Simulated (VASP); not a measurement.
# CoW3 (P4/mmm) in VASP: further runs

The runs below take CoW3 through single point, with PBEsol.

Everything below comes from runs of VASP 6.6.1. Logs are shortened: lines on timing, memory, paths and dates and some standing lists are left out, and cuts for length are marked.

### 1 The cell of the first run

The structure is tetragonal, space group P4/mmm (No. 123). The conventional cell has a = 3.858 Å, b = 3.858 Å, c = 4.051 Å, α = 90.00°, β = 90.00°, γ = 90.00°. Co (site symmetry 4/mmm) has 12 W at 2.73 to 2.80 Å within 3.6 Å. Within 3.6 Å of W (site symmetry mmm) lie 8 W at 2.73 to 2.80 Å and 4 Co at 2.80 Å. W (site symmetry 4/mmm) has 4 Co at 2.73 Å and 8 W at 2.80 Å within 3.6 Å.

### 2 Single point, PBEsol (strain +0.000 along x and y, +0.050 along z)

INCAR reads:

```
SYSTEM = CoW3
ALGO     = Fast           ! electronic algorithm
EDIFF    = 1E-7           ! SCF threshold, eV
ENCUT    = 520            ! plane-wave cutoff, eV
GGA      = PS             ! functional
ISIF     = 2              ! what is computed and relaxed
ISMEAR   = 0              ! smearing method
LASPH    = .True.         ! aspherical terms in the spheres
LCHARG   = .False.        ! write CHGCAR
LREAL    = .False.        ! projectors in reciprocal space
LWAVE    = .False.        ! write WAVECAR
NBANDS   = 34             ! bands
NELM     = 80             ! most SCF steps
PREC     = Accurate       ! precision mode
SIGMA    = 0.15           ! smearing width, eV
```

KPOINTS reads:

```
k-points
0
Gamma
  12 12 12
  0 0 0
```

POSCAR reads:

```
CoW3
1.0
    3.8582449768      0.0000000000      0.0000000000
    0.0000000000      3.8582449768      0.0000000000
    0.0000000000      0.0000000000      4.0511572256
Co W
1 3
Direct
    0.0000000000      0.0000000000      0.0000000000
    0.0000000000      0.5000000000      0.5000000000
    0.5000000000      0.0000000000      0.5000000000
    0.5000000000      0.5000000000      0.0000000000
```

Potentials or basis: VASP PAW PBE potentials, release 64 (Co, W_sv).

Command:

```sh
$ cat potpaw_PBE.64/Co/POTCAR potpaw_PBE.64/W_sv/POTCAR > POTCAR
$ mpirun -np 1 vasp_std > vasp.out
```

OUTCAR:

```text
SYSTEM = CoW3
   EDIFF = 1E-7
   ENCUT = 520
   GGA = PS
   ISIF = 2
   ISMEAR = 0
   LASPH = .True.
   LREAL = .False.
   NELM = 80
   PREC = Accurate

 ion  position               nearest neighbor table
   1  0.000  0.000  0.000-   4 2.73   4 2.73   4 2.73   4 2.73   3 2.80   2 2.80   3 2.80   2 2.80
                             3 2.80   2 2.80   3 2.80   2 2.80
   2  0.000  0.500  0.500-   3 2.73   3 2.73   3 2.73   3 2.73   4 2.80   1 2.80   1 2.80   1 2.80
                             4 2.80   4 2.80   4 2.80   1 2.80
   3  0.500  0.000  0.500-   2 2.73   2 2.73   2 2.73   2 2.73   4 2.80   1 2.80   4 2.80   4 2.80
                             1 2.80   4 2.80   1 2.80   1 2.80
   4  0.500  0.500  0.000-   1 2.73   1 2.73   1 2.73   1 2.73   3 2.80   2 2.80   3 2.80   3 2.80
                             3 2.80   2 2.80   2 2.80   2 2.80

  LATTYP: Found a simple tetragonal cell.
 ALAT       =     3.8582449768
 C/A-ratio  =     1.0500000000

  Lattice vectors:

 A1 = (   3.8582449768,   0.0000000000,   0.0000000000)
 A2 = (   0.0000000000,   3.8582449768,   0.0000000000)
 A3 = (   0.0000000000,   0.0000000000,   4.0511572256)

Analysis of symmetry for initial positions (statically):
=====================================================================
 Subroutine PRICEL returns:
 Original cell was already a primitive cell.

 Routine SETGRP: Setting up the symmetry group for a
 simple tetragonal supercell.

 Subroutine GETGRP returns: Found 16 space group operations
 (whereof 16 operations were pure point group operations)
 out of a pool of 16 trial point group operations.

The static configuration has the point symmetry D_4h.

Analysis of symmetry for dynamics (positions and initial velocities):
=====================================================================
 Subroutine PRICEL returns:
 Original cell was already a primitive cell.

 Routine SETGRP: Setting up the symmetry group for a
 simple tetragonal supercell.

 Subroutine GETGRP returns: Found 16 space group operations
 (whereof 16 operations were pure point group operations)
 out of a pool of 16 trial point group operations.

The dynamic configuration has the point symmetry D_4h.

 Subroutine INISYM returns: Found 16 space group operations
 (whereof 16 operations are pure point group operations),
 and found     1 'primitive' translations

----------------------------------------------------------------------------------------

                                     Primitive cell

  volume of cell :      60.3057

  direct lattice vectors                    reciprocal lattice vectors
     3.858244977  0.000000000  0.000000000     0.259185201  0.000000000  0.000000000
     0.000000000  3.858244977  0.000000000     0.000000000  0.259185201  0.000000000
     0.000000000  0.000000000  4.051157226     0.000000000  0.000000000  0.246843049

  length of vectors
     3.858244977  3.858244977  4.051157226     0.259185201  0.259185201  0.246843049

  position of ions in fractional coordinates (direct lattice)
     0.000000000  0.000000000  0.000000000
     0.000000000  0.500000000  0.500000000
     0.500000000  0.000000000  0.500000000
     0.500000000  0.500000000  0.000000000

  ion indices of the primitive-cell ions
   primitive index   ion index
                 1           1
                 2           2
                 3           3
                 4           4

----------------------------------------------------------------------------------------

 KPOINTS: k-points

Automatic generation of k-mesh.
 Grid dimensions read from file:
 generate k-points for:   12   12   12

 Generating k-lattice:

  Cartesian coordinates                     Fractional coordinates (reciprocal lattice)
     0.021598767  0.000000000  0.000000000     0.083333333  0.000000000  0.000000000
     0.000000000  0.021598767  0.000000000     0.000000000  0.083333333  0.000000000
     0.000000000  0.000000000  0.020570254     0.000000000  0.000000000  0.083333333

  Length of vectors
     0.021598767  0.021598767  0.020570254

  Shift w.r.t. Gamma in fractional coordinates (k-lattice)
     0.000000000  0.000000000  0.000000000

 Subroutine IBZKPT returns following result:
 ===========================================

 Found    196 irreducible k-points:

 Following reciprocal coordinates:
            Coordinates               Weight
  0.000000  0.000000  0.000000      1.000000
  0.083333  0.000000  0.000000      4.000000
  0.166667  0.000000  0.000000      4.000000
  0.250000  0.000000  0.000000      4.000000
  0.333333  0.000000  0.000000      4.000000
  0.416667  0.000000  0.000000      4.000000
[... 16 lines left out ...]
  0.333333  0.333333  0.000000      4.000000
  0.416667  0.333333  0.000000      8.000000
 [... further k-points ...]
   k-points           NKPTS =    196   k-points in BZ     NKDIM =    196   number of bands    NBANDS=     34
   number of dos      NEDOS =    301   number of ions     NIONS =      4
   total plane-waves  NPLWV =  27000
   dimension x,y,z NGX =    30 NGY =   30 NGZ =   30
   dimension x,y,z NGXF=    60 NGYF=   60 NGZF=   60
   ions per type =               1   3
   NGX,Y,Z   is equivalent  to a cutoff of  12.93, 12.93, 12.31 a.u.
   NGXF,Y,Z  is equivalent  to a cutoff of  25.85, 25.85, 24.62 a.u.
 SYSTEM =  CoW3
   PREC   = accura    normal or accurate (medium, high low for compatibility)
   ISTART =      0    job   : 0-new  1-cont  2-samecut
   ICHARG =      2    charge: 1-file 2-atom 10-const
   ISPIN  =      1    spin polarized calculation?
   LNONCOLLINEAR =      F non collinear calculations
   LSORBIT =      F    spin-orbit coupling
   LASPH  =      T    aspherical Exc in radial PAW
   ENCUT  =  520.0 eV  38.22 Ry    6.18 a.u.   7.17  7.17  7.53*2*pi/ulx,y,z
   NELM   =     80;   NELMIN=  2; NELMDL= -5     # of ELM steps
   EDIFF  = 0.1E-06   stopping-criterion for ELM
   LREAL  =      F    real-space projection
   EDIFFG = 0.1E-05   stopping-criterion for IOM
   NSW    =      0    number of steps for IOM
   IBRION =     -1    ionic relax: 0-MD 1-quasi-New 2-CG
   NFREE  =      0    steps in history (QN), initial steepest desc. (CG)
   ISIF   =      2    stress and relaxation
   ISYM   =      2    0-nonsym 1-usesym 2-fastsym
   POTIM  = 0.5000    time-step for ionic-motion
   TEBEG  =    0.0;   TEEND  =   0.0 temperature during run
   PSTRESS=    0.0 pullay stress
   NELECT =      51.0000    total number of electrons
   NUPDOWN=      -1.0000    fix difference up-down
   EMIN   =  10.00;   EMAX   =-10.00  energy-range for DOS
   EFERMI =   0.00;   METHOD = LEGACY
   ISMEAR =     0;   SIGMA  =   0.15  broadening in eV -4-tet -1-fermi 0-gaus
   EFERMI_NEDOS =   21; number of points for ismear=-14 and -15
   IALGO  =     68    algorithm
   IMIX   =      4    mixing-type and parameters
     AMIX     =   0.40;   BMIX     =  1.00
     AMIX_MAG =   1.60;   BMIX_MAG =  1.00
  volume/ion in A,a.u.               =      15.08       101.74
  Fermi-wavevector in a.u.,A,eV,Ry     =   1.548146  2.925572 32.609857  2.396757
  Thomas-Fermi vector in A             =   2.653138
   LORBIT       =      0    0 simple, 1 ext, 2 COOP (PROOUT), +10 PAW based schemes
   GGA     = PS    functional components
   LHFCALC =     F    Hartree Fock is set to
   AEXX    =    0.0000 exact exchange contribution
   IVDW    =     0    specifies the selected vdW correction
   LEPSILON=     F    determine dielectric tensor
   LRPA    =     F    only Hartree local field effects (RPA)
 non-spin polarized calculation
 RMM-DIIS sequential band-by-band and
 Gauss-broadening in eV      SIGMA  =   0.15
  energy-cutoff  :      520.00
  volume of cell :       60.31
 maximum number of plane-waves:      1652
 NGX is ok and might be reduce to    30
   NGX = 15   NGY = 15   NGZ = 15

 number of electron      51.0000016 magnetization

 Free energy of the ion-electron system (eV)
  ---------------------------------------------------
  ext. energy  EPLUGINS =         0.00000000
  ---------------------------------------------------
  free energy    TOTEN  =       -48.03333057 eV

  energy without entropy =      -47.97853311  energy(sigma->0) =      -48.00593184

 E-fermi :  10.1424     XC(G=0): -13.5336

 val. band max:       10.1380864642   @ k =   0.4167   0.0000   0.0000
 cond. band min:      10.1425331982   @ k =   0.3333   0.3333   0.4167
 fundamental gap:      0.0044467340
 Fermi energy:        10.1424340362

 k-point     1 :       0.0000    0.0000    0.0000
  band No.  band energies     occupation
      1     -63.5661      2.00000
      2     -63.4330      2.00000
      3     -63.3578      2.00000
      4     -28.2031      2.00000
      5     -28.1992      2.00000
      6     -28.1992      2.00000
[... 26 lines left out ...]
     33      15.6877      0.00000
     34      16.3139      0.00000

 k-point     2 :       0.0833    0.0000    0.0000
  band No.  band energies     occupation
      1     -63.5643      2.00000
      2     -63.4327      2.00000
      3     -63.3600      2.00000
      4     -28.1936      2.00000
      5     -28.1885      2.00000
      6     -28.1848      2.00000
[... 26 lines left out ...]
     33      15.5183      0.00000
     34      16.3163      0.00000

 k-point     3 :       0.1667    0.0000    0.0000
  band No.  band energies     occupation
      1     -63.5591      2.00000
      2     -63.4317      2.00000
      3     -63.3661      2.00000
      4     -28.1665      2.00000
      5     -28.1577      2.00000
      6     -28.1422      2.00000
[... 26 lines left out ...]
     33      15.0465      0.00000
     34      16.5011      0.00000
[... 704 lines left out ...]
 k-point    23 :       0.3333    0.3333    0.0000
  band No.  band energies     occupation
      1     -63.5276      2.00000
      2     -63.4241      2.00000
      3     -63.4042      2.00000
      4     -28.1816      2.00000
      5     -27.9625      2.00000
      6     -27.9348      2.00000
[... 26 lines left out ...]
     33      13.9826      0.00000
     34      14.3316      0.00000

 k-point    24 :       0.4167    0.3333    0.0000
  band No.  band energies     occupation
      1     -63.5231      2.00000
      2     -63.4218      2.00000
      3     -63.4108      2.00000
      4     -28.1646      2.00000
      5     -28.0462      2.00000
      6     -27.8806      2.00000
[... 26 lines left out ...]
     33      13.6820      0.00000
     34      14.2360      0.00000

 [... further k-points ...]

------------------------ aborting loop because EDIFF is reached ----------------------------------------

  FORCE on cell =-STRESS in cart. coord.  units (eV):
  Direction    XX          YY          ZZ          XY          YZ          ZX
  --------------------------------------------------------------------------------------
  -------------------------------------------------------------------------------------
  Total       -4.4948081     -4.4948081     -5.2189272      0.0000000      0.0000000      0.0000000
  in kB     -119.4161434   -119.4161434   -138.6542309      0.0000000      0.0000000      0.0000000
  external PRESSURE =    -125.8288392 kB  Pullay stress =       0.0000000 kB

 VOLUME and BASIS-vectors are now :
 -----------------------------------------------------------------------------
  energy-cutoff  :      520.00
  volume of cell :       60.31
      direct lattice vectors                 reciprocal lattice vectors
     3.858244977  0.000000000  0.000000000     0.259185201  0.000000000  0.000000000
     0.000000000  3.858244977  0.000000000     0.000000000  0.259185201  0.000000000
     0.000000000  0.000000000  4.051157226     0.000000000  0.000000000  0.246843049

 POSITION                                       TOTAL-FORCE (eV/Angst)
 -----------------------------------------------------------------------------------
      0.00000      0.00000      0.00000         0.000000      0.000000      0.000000
      0.00000      1.92912      2.02558         0.000000      0.000000      0.000000
      1.92912      0.00000      2.02558         0.000000      0.000000      0.000000
      1.92912      1.92912      0.00000         0.000000      0.000000      0.000000
 -----------------------------------------------------------------------------------
    total drift:                                0.000000      0.000000     -0.000000

  FREE ENERGIE OF THE ION-ELECTRON SYSTEM (eV)
  ---------------------------------------------------
  free  energy   TOTEN  =       -48.0333305671 eV

  energy  without entropy=      -47.9785331135  energy(sigma->0) =      -48.00593184
```

It took 4.8 min on 1 thread of Intel Xeon 6975P-C (Granite Rapids), shared host; peak memory 0.42 GiB.

What came out:

```yaml
Free_energy: -48.0333 eV
Pressure: -12.6 GPa
Band_gap_on_the_k_mesh: zero (an odd number of electrons rules out a gap without spin polarisation)
```

Stress tensor (GPa, compression positive):
```
-11.94   0.00   0.00
  0.00 -11.94   0.00
  0.00   0.00 -13.87
```

Levels at points of the mesh, in eV from the Fermi level:
| k point | band 23 | band 24 | band 25 | band 26 | band 27 | band 28 |
| --- | --- | --- | --- | --- | --- | --- |
| (0.00, 0.00, 0.00) | 0.20 | 0.52 | 2.34 | 2.76 | 2.76 | 2.89 |
| (0.50, 0.00, 0.00) | -0.94 | 0.15 | 0.17 | 0.26 | 0.78 | 0.86 |
| (0.50, 0.50, 0.00) | -1.93 | -1.71 | -0.89 | 0.60 | 0.60 | 1.12 |
| (0.00, 0.00, 0.50) | -1.13 | -0.38 | 0.35 | 0.35 | 0.37 | 1.05 |
| (0.50, 0.00, 0.50) | -1.85 | -1.75 | -0.91 | 0.51 | 0.53 | 0.93 |
| (0.50, 0.50, 0.50) | -0.79 | -0.39 | 0.42 | 0.42 | 0.48 | 1.06 |

Caveat: the cell differs from its parent crystal (strain +0.000 along x and y, +0.050 along z); the cell stands under tension; the PAW data sets were made with another functional, which shifts forces and pressure a little; spin-orbit coupling is left out, which moves the levels of the heavy elements; the run has no spin polarisation, though such a crystal can be magnetic. Spin polarisation is off, so any magnetic state and its effect on volume and gap are missing.

(Part 1 of 2 ends here.)
